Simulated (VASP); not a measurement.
# NaF (P3_212) in VASP: relaxation of cell and atoms with PBE

Aim: the relaxation of cell and atoms of NaF with PBE.

All numbers are computed with VASP 6.6.1; they aren't measurements. Logs are shortened: lines on timing, memory, paths and dates and some standing lists are left out, and cuts for length are marked.

## 1. The cell of the first run

Symmetry: P3_212, No. 153, trigonal system. Conventional cell: a = 3.719 Å, b = 3.719 Å, c = 6.080 Å, α = 90.00°, β = 90.00°, γ = 120.00°. Within 2.8 Å of Na (site symmetry 2) lie 5 F at 2.09 to 2.28 Å and 4 Na at 2.72 to 2.79 Å. Within 2.8 Å of F (site symmetry 2) lie 5 Na at 2.09 to 2.28 Å and 4 F at 2.72 to 2.79 Å.

The cell was generated, and may not be a known phase.

## 2. Relaxation of cell and atoms, PBE

File INCAR:

```
SYSTEM = NaF
ALGO     = Normal         ! electronic algorithm
EDIFF    = 1E-7           ! SCF threshold, eV
EDIFFG   = -0.04          ! ionic threshold
ENCUT    = 1130           ! plane-wave cutoff, eV
GGA      = PE             ! functional
GGA_COMPAT= .False.      
IBRION   = 2              ! ionic algorithm
ISIF     = 3              ! what is computed and relaxed
ISMEAR   = 0              ! smearing method
LASPH    = .True.         ! aspherical terms in the spheres
LCHARG   = .False.        ! write CHGCAR
LREAL    = .False.        ! projectors in reciprocal space
LWAVE    = .False.        ! write WAVECAR
NELM     = 120            ! most SCF steps
NELMIN   = 4            
NSW      = 90             ! ionic steps
PREC     = Accurate       ! precision mode
SIGMA    = 0.1            ! smearing width, eV
```

File KPOINTS:

```
k-points
0
Gamma
  6 6 4
  0 0 0
```

File POSCAR:

```
NaF
1.0
    3.7193872900      0.0000000000      0.0000000000
   -1.8596936500      3.2210838800      0.0000000000
    0.0000000000      0.0000000000      6.0799109500
Na F
3 3
Direct
    0.1620798500      0.8379201500      0.6666666700
    0.1620798500      0.3241597000      0.3333333300
    0.6758403000      0.8379201500      0.0000000000
    0.8379201500      0.1620798500      0.6666666700
    0.8379201500      0.6758403000      0.3333333300
    0.3241597000      0.1620798500      0.0000000000
```

Potentials or basis: VASP PAW PBE potentials, release 64 (Na_sv, F).

Run with:

```sh
$ cat potpaw_PBE.64/Na_sv/POTCAR potpaw_PBE.64/F/POTCAR > POTCAR
$ mpirun -np 1 vasp_std > vasp.out
```

OUTCAR:

```text
SYSTEM = NaF
   EDIFF = 1E-7
   EDIFFG = -0.04
   ENCUT = 1130
   GGA = PE
   IBRION = 2
   ISIF = 3
   ISMEAR = 0
   LASPH = .True.
   LREAL = .False.
   NELM = 120
   NELMIN = 4
   NSW = 90
   PREC = Accurate

 ion  position               nearest neighbor table
   1  0.162  0.838  0.667-
   2  0.162  0.324  0.333-
   3  0.676  0.838  0.000-
   4  0.838  0.162  0.667-
   5  0.838  0.676  0.333-
   6  0.324  0.162  0.000-

  LATTYP: Found a hexagonal cell.
 ALAT       =     3.7193872900
 C/A-ratio  =     1.6346539029

  Lattice vectors:

 A1 = (   3.7193872900,   0.0000000000,   0.0000000000)
 A2 = (  -1.8596936500,   3.2210838800,   0.0000000000)
 A3 = (   0.0000000000,   0.0000000000,   6.0799109500)

Analysis of symmetry for initial positions (statically):
=====================================================================
 Subroutine PRICEL returns:
 Original cell was already a primitive cell.

 Routine SETGRP: Setting up the symmetry group for a
 hexagonal supercell.

 Subroutine GETGRP returns: Found  6 space group operations
 (whereof  2 operations were pure point group operations)
 out of a pool of 24 trial point group operations.

The static configuration has the point symmetry C_2 .
 The point group associated with its full space group is D_3 .

Analysis of symmetry for dynamics (positions and initial velocities):
=====================================================================
 Subroutine PRICEL returns:
 Original cell was already a primitive cell.

 Routine SETGRP: Setting up the symmetry group for a
 hexagonal supercell.

 Subroutine GETGRP returns: Found  6 space group operations
 (whereof  2 operations were pure point group operations)
 out of a pool of 24 trial point group operations.

The dynamic configuration has the point symmetry C_2 .
 The point group associated with its full space group is D_3 .

 Subroutine INISYM returns: Found  6 space group operations
 (whereof  2 operations are pure point group operations),
 and found     1 'primitive' translations

----------------------------------------------------------------------------------------

                                     Primitive cell

  volume of cell :      72.8401

  direct lattice vectors                    reciprocal lattice vectors
     3.719387290  0.000000000  0.000000000     0.268861488  0.155227253  0.000000000
    -1.859693650  3.221083880  0.000000000     0.000000000  0.310454505  0.000000000
     0.000000000  0.000000000  6.079910950     0.000000000  0.000000000  0.164476093

  length of vectors
     3.719387290  3.719387293  6.079910950     0.310454505  0.310454505  0.164476093

  position of ions in fractional coordinates (direct lattice)
     0.162079850  0.837920150  0.666666670
     0.162079850  0.324159700  0.333333330
     0.675840300  0.837920150  0.000000000
     0.837920150  0.162079850  0.666666670
     0.837920150  0.675840300  0.333333330
     0.324159700  0.162079850  0.000000000

  ion indices of the primitive-cell ions
   primitive index   ion index
                 1           1
                 2           2
                 3           3
                 4           4
                 5           5
                 6           6

----------------------------------------------------------------------------------------

 KPOINTS: k-points

Automatic generation of k-mesh.
 Grid dimensions read from file:
 generate k-points for:    6    6    4

 Generating k-lattice:

  Cartesian coordinates                     Fractional coordinates (reciprocal lattice)
     0.044810248  0.025871209  0.000000000     0.166666667  0.000000000  0.000000000
     0.000000000  0.051742417  0.000000000     0.000000000  0.166666667  0.000000000
     0.000000000  0.000000000  0.041119023     0.000000000  0.000000000  0.250000000

  Length of vectors
     0.051742417  0.051742417  0.041119023

  Shift w.r.t. Gamma in fractional coordinates (k-lattice)
     0.000000000  0.000000000  0.000000000

 Subroutine IBZKPT returns following result:
 ===========================================

 Found     24 irreducible k-points:

 Following reciprocal coordinates:
            Coordinates               Weight
  0.000000  0.000000  0.000000      1.000000
  0.166667  0.000000  0.000000      6.000000
  0.333333  0.000000  0.000000      6.000000
  0.500000  0.000000  0.000000      3.000000
  0.166667  0.166667  0.000000      6.000000
  0.333333  0.166667  0.000000     12.000000
[... 16 lines left out ...]
  0.333333  0.166667  0.500000     12.000000
  0.333333  0.333333  0.500000      2.000000
   k-points           NKPTS =     24   k-points in BZ     NKDIM =     24   number of bands    NBANDS=     28
   number of dos      NEDOS =    301   number of ions     NIONS =      6
   total plane-waves  NPLWV = 123480
   dimension x,y,z NGX =    42 NGY =   42 NGZ =   70
   dimension x,y,z NGXF=    84 NGYF=   84 NGZF=  140
   ions per type =               3   3
   NGX,Y,Z   is equivalent  to a cutoff of  18.77, 18.77, 19.14 a.u.
   NGXF,Y,Z  is equivalent  to a cutoff of  37.55, 37.55, 38.28 a.u.
 SYSTEM =  NaF
   PREC   = accura    normal or accurate (medium, high low for compatibility)
   ISTART =      0    job   : 0-new  1-cont  2-samecut
   ICHARG =      2    charge: 1-file 2-atom 10-const
   ISPIN  =      1    spin polarized calculation?
   LNONCOLLINEAR =      F non collinear calculations
   LSORBIT =      F    spin-orbit coupling
   LASPH  =      T    aspherical Exc in radial PAW
   ENCUT  = 1130.0 eV  83.05 Ry    9.11 a.u.  10.19 10.19 16.66*2*pi/ulx,y,z
   NELM   =    120;   NELMIN=  4; NELMDL= -5     # of ELM steps
   EDIFF  = 0.1E-06   stopping-criterion for ELM
   LREAL  =      F    real-space projection
   EDIFFG = -.4E-01   stopping-criterion for IOM
   NSW    =     90    number of steps for IOM
   IBRION =      2    ionic relax: 0-MD 1-quasi-New 2-CG
   NFREE  =      1    steps in history (QN), initial steepest desc. (CG)
   ISIF   =      3    stress and relaxation
   ISYM   =      2    0-nonsym 1-usesym 2-fastsym
   POTIM  = 0.5000    time-step for ionic-motion
   TEBEG  =    0.0;   TEEND  =   0.0 temperature during run
   PSTRESS=    0.0 pullay stress
   NELECT =      48.0000    total number of electrons
   NUPDOWN=      -1.0000    fix difference up-down
   EMIN   =  10.00;   EMAX   =-10.00  energy-range for DOS
   EFERMI =   0.00;   METHOD = LEGACY
   ISMEAR =     0;   SIGMA  =   0.10  broadening in eV -4-tet -1-fermi 0-gaus
   EFERMI_NEDOS =   21; number of points for ismear=-14 and -15
   IALGO  =     38    algorithm
   IMIX   =      4    mixing-type and parameters
     AMIX     =   0.40;   BMIX     =  1.00
     AMIX_MAG =   1.60;   BMIX_MAG =  1.00
  volume/ion in A,a.u.               =      12.14        81.92
  Fermi-wavevector in a.u.,A,eV,Ry     =   1.424618  2.692137 27.613511  2.029536
  Thomas-Fermi vector in A             =   2.545090
   LORBIT       =      0    0 simple, 1 ext, 2 COOP (PROOUT), +10 PAW based schemes
   GGA     = PE    functional components
   LHFCALC =     F    Hartree Fock is set to
   AEXX    =    0.0000 exact exchange contribution
   IVDW    =     0    specifies the selected vdW correction
   LEPSILON=     F    determine dielectric tensor
   LRPA    =     F    only Hartree local field effects (RPA)
 conjugate gradient relaxation of ions
 non-spin polarized calculation
 Gauss-broadening in eV      SIGMA  =   0.10
  energy-cutoff  :     1130.00
  volume of cell :       72.84
 maximum number of plane-waves:      6315
 NGX is ok and might be reduce to    42
   NGX = 21   NGY = 21   NGZ = 33

--------------------------------------- Ionic step        1  -------------------------------------------

 number of electron      48.0000003 magnetization

 Free energy of the ion-electron system (eV)
  ---------------------------------------------------
  ext. energy  EPLUGINS =         0.00000000
  ---------------------------------------------------
  free energy    TOTEN  =       -24.05742458 eV

  energy without entropy =      -24.05742458  energy(sigma->0) =      -24.05742458

 E-fermi :  -0.2869     XC(G=0):  -9.0872

 val. band max:       -0.8447550738   @ k =   0.0000   0.0000   0.0000
 cond. band min:       4.6143718411   @ k =   0.0000   0.0000   0.0000
 fundamental gap:      5.4591269149
 Fermi energy:        -0.2869130455

 k-point     1 :       0.0000    0.0000    0.0000
  band No.  band energies     occupation
      1     -48.7861      2.00000
      2     -48.7370      2.00000
      3     -48.7370      2.00000
      4     -21.0407      2.00000
      5     -21.0407      2.00000
      6     -20.9207      2.00000
[... 846 lines left out ...]
  FREE ENERGIE OF THE ION-ELECTRON SYSTEM (eV)
  ---------------------------------------------------
  free  energy   TOTEN  =       -24.4586249583 eV

  energy  without entropy=      -24.4586249583  energy(sigma->0) =      -24.45862496

[... ionic steps 4 to 7 ...]

--------------------------------------- Ionic step        8  -------------------------------------------

 number of electron      47.9999996 magnetization

------------------------ aborting loop because EDIFF is reached ----------------------------------------

  FORCE on cell =-STRESS in cart. coord.  units (eV):
  Direction    XX          YY          ZZ          XY          YZ          ZX
  --------------------------------------------------------------------------------------
  -------------------------------------------------------------------------------------
  Total        0.3166431      0.3166431      0.5384355     -0.0000000     -0.0000000      0.0000000
  in kB        5.7131961      5.7131961      9.7149988     -0.0000000     -0.0000000      0.0000000
  external PRESSURE =       7.0471304 kB  Pullay stress =       0.0000000 kB
[... 65 lines left out ...]
  energy  without entropy=      -24.5858444932  energy(sigma->0) =      -24.58584449

--------------------------------------- Ionic step       10  -------------------------------------------

 number of electron      48.0000001 magnetization

 Free energy of the ion-electron system (eV)
  ---------------------------------------------------
  ext. energy  EPLUGINS =         0.00000000
  ---------------------------------------------------
  free energy    TOTEN  =       -24.58839696 eV

  energy without entropy =      -24.58839696  energy(sigma->0) =      -24.58839696

 E-fermi :  -1.6089     XC(G=0):  -8.0144

 val. band max:       -2.1435835344   @ k =   0.0000   0.0000   0.0000
 cond. band min:       2.7169493745   @ k =   0.0000   0.0000   0.0000
 fundamental gap:      4.8605329089
 Fermi energy:        -1.6088660332

 k-point     1 :       0.0000    0.0000    0.0000
  band No.  band energies     occupation
      1     -50.1809      2.00000
      2     -50.1689      2.00000
      3     -50.1689      2.00000
      4     -22.2169      2.00000
      5     -22.2169      2.00000
      6     -22.1058      2.00000
[... 766 lines left out ...]
  FREE ENERGIE OF THE ION-ELECTRON SYSTEM (eV)
  ---------------------------------------------------
  free  energy   TOTEN  =       -24.5883969624 eV

  energy  without entropy=      -24.5883969624  energy(sigma->0) =      -24.58839696

 reached required accuracy - stopping structural energy minimisation
```

It took 12 min on 1 thread of Intel Xeon Platinum 8488C (Sapphire Rapids), shared host; peak memory 0.42 GiB.

Results:

| Property | Result |
| --- | --- |
| Free energy | -24.5884 eV |
| Relaxed volume | 15.36 Å³/atom |
| Relaxed cell | a = 3.812 Å, b = 3.812 Å, c = 7.324 Å, α = 90.00°, β = 90.00°, γ = 120.00° |
| Space group after relaxing (to 0.1 Å) | P3_212 (No. 153) |
| Energy gained by relaxing | 88.5 meV/atom |
| Ionic steps | 10 |
| Pressure after relaxing | -0.2 GPa |
| Largest force after relaxing | 0.028 eV/Å |
| Band gap on the k mesh | 4.86 eV |

Forces on the atoms (eV/Å):
```
Na  -0.021  0.012  0.000
Na   0.000 -0.025  0.000
Na   0.021  0.012  0.000
F    0.024 -0.014  0.000
F    0.000  0.028  0.000
F   -0.024 -0.014  0.000
```

Stress tensor (GPa, compression positive):
```
-0.31  0.00  0.00
 0.00 -0.31  0.00
 0.00  0.00  0.07
```

The path:
| step | energy change (eV) | largest force (eV/Å) | pressure (GPa) | volume (Å³) |
| --- | --- | --- | --- | --- |
| 1 | 0.0000 | 0.3204 | 10.42 | 72.84 |
| 2 | -0.3642 | 0.0341 | 2.73 | 81.48 |
| 3 | -0.4012 | 0.1800 | -1.33 | 89.58 |
| 4 | -0.4116 | 0.1476 | -0.35 | 87.19 |
| 5 | -0.4118 | 0.1429 | -0.22 | 86.88 |
| 6 | -0.4527 | 0.0880 | -0.15 | 87.37 |
| 7 | -0.5127 | 0.1329 | 0.54 | 88.64 |
| 8 | -0.5133 | 0.1707 | 0.70 | 88.80 |
| 9 | -0.5284 | 0.0521 | 0.15 | 90.73 |
| 10 | -0.5310 | 0.0278 | -0.18 | 92.18 |

Final structure:
```xyz
6
Lattice="3.8122 0.0000 0.0000 -1.9061 3.3014 0.0000 0.0000 0.0000 7.3245" Properties=species:S:1:pos:R:3 pbc="T T T"
Na   -0.9699    2.7609    4.8830
Na    0.0000    1.0811    2.4415
Na    0.9699    2.7609    0.0000
F     2.8668    0.5458    4.8830
F     1.9061    2.2098    2.4415
F     0.9454    0.5458    0.0000
```

Caveat: the volume moved by over 15 % at a fixed basis, so the end points are rough. A k mesh can miss the band edges.
